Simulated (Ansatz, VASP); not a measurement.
ZnS in VASP and in Ansatz

Contents of INCAR:

```
PREC = Accurate
ENCUT = 520
EDIFF = 1E-6
ISMEAR = 0
SIGMA = 0.05
LREAL = F
LASPH = T
NELM = 80
ALGO = Normal
ISIF = 2
LWAVE = F
LCHARG = F
GGA = PE
NBANDS = 26
```

File KPOINTS:

```
regular mesh
0
Gamma
  12 12 6
```

File POSCAR:

```
ZnS
1.0
    3.8632107324      0.0000000000      0.0000000000
   -1.9316053662      3.3456386344      0.0000000000
    0.0000000000      0.0000000000      6.0666315585
Zn S
2 2
Direct
    0.3333333333      0.6666666667      0.0000000000
    0.6666666667      0.3333333333      0.5000000000
    0.3333333333      0.6666666667      0.3850000000
    0.6666666667      0.3333333333      0.8850000000
```

Input for Ansatz:

```yaml
crystal:
  lattice:
    - [3.8632107324, 0.0, 0.0]
    - [-1.9316053662, 3.3456386344, 0.0]
    - [0.0, 0.0, 6.0666315585]
  atoms:
    - { symbol: Zn, position: [0.3333333333, 0.6666666667, 0.0] }
    - { symbol: Zn, position: [0.6666666667, 0.3333333333, 0.5] }
    - { symbol: S, position: [0.3333333333, 0.6666666667, 0.385] }
    - { symbol: S, position: [0.6666666667, 0.3333333333, 0.885] }
basis:
  ecutwfc: 420
kpoints:
  mp_grid: { grid: [12, 12, 6] }
hamiltonian:
  xc: pbe
scf:
  occupations: { method: gaussian, width: 0.05 }
output:
  forces: true
  stress: true
  eigenvalues: true
```

Alike in both runs: task single point; functional PBE; k mesh 12 × 12 × 6; occupations gaussian, width 0.05 eV; no spin polarisation.

|  | VASP | Ansatz |
| --- | --- | --- |
| version | VASP 6.6.1 | Ansatz 0.2.0 |
| potentials or method | VASP PAW PBE potentials, release 64 (Zn, S), cutoff 520 eV | scalar-relativistic, plane waves, PAW |
| valence electrons in the cell | 36 | 36 |

Ansatz gave:

| Quantity | Value |
| --- | --- |
| gap on the k mesh at the Fermi level (eV) | 2.18 |
| least direct gap on the mesh (eV) | 2.18 |
| pressure (GPa) | 2.2 |
| traceless stress, the component that is largest in VASP (GPa) | 2.36 |
| rms of the force components (eV/Å) | 0.042 |

Which values does VASP return?

gap on the k mesh at the Fermi level (eV): 2.18; least direct gap on the mesh (eV): 2.18; pressure (GPa): 2.4; traceless stress, the component that is largest in VASP (GPa): 2.36; rms of the force components (eV/Å): 0.041.

Atom by atom the forces differ by 0.000 eV/Å (rms over components). The functional is the same, so the differences come from potentials, cutoffs and numerics.
